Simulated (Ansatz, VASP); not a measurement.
**Se: VASP beside Ansatz**

```xyz
2
Lattice="3.4466 0.0000 0.0000 -1.7233 2.9849 0.0000 0.0000 0.0000 5.5940" Properties=species:S:1:pos:R:3 pbc="T T T"
Se    0.0000    1.9899    1.3985
Se    1.7233    0.9950    4.1955
```

Alike in both runs: task single point; functional PBE; k mesh 6 × 6 × 4; occupations gaussian, width 0.1 eV; no spin polarisation.

|  | VASP | Ansatz |
| --- | --- | --- |
| version | VASP 6.6.1 | Ansatz 0.2.0 |
| potentials or method | VASP PAW PBE potentials, release 64 (Se), cutoff 520 eV | scalar-relativistic, plane waves, PAW |
| valence electrons in the cell | 12 | 32 |

|  | VASP | Ansatz | Ansatz less VASP |
| --- | --- | --- | --- |
| gap on the k mesh at the Fermi level (eV) | none | none | - |
| pressure (GPa) | -10.4 | -10.4 | 0.00 |
| traceless stress, the component that is largest in VASP (GPa) | -2.85 | -2.85 | +0.003 |

A gap of «none» marks a metal or a gap that the smearing closes. With one functional, cell and mesh, what is left measures potentials, basis and numerics. VASP's potentials hold 12 valence electrons a cell and Ansatz's 32, so a difference there can come from the potentials and not from the codes.
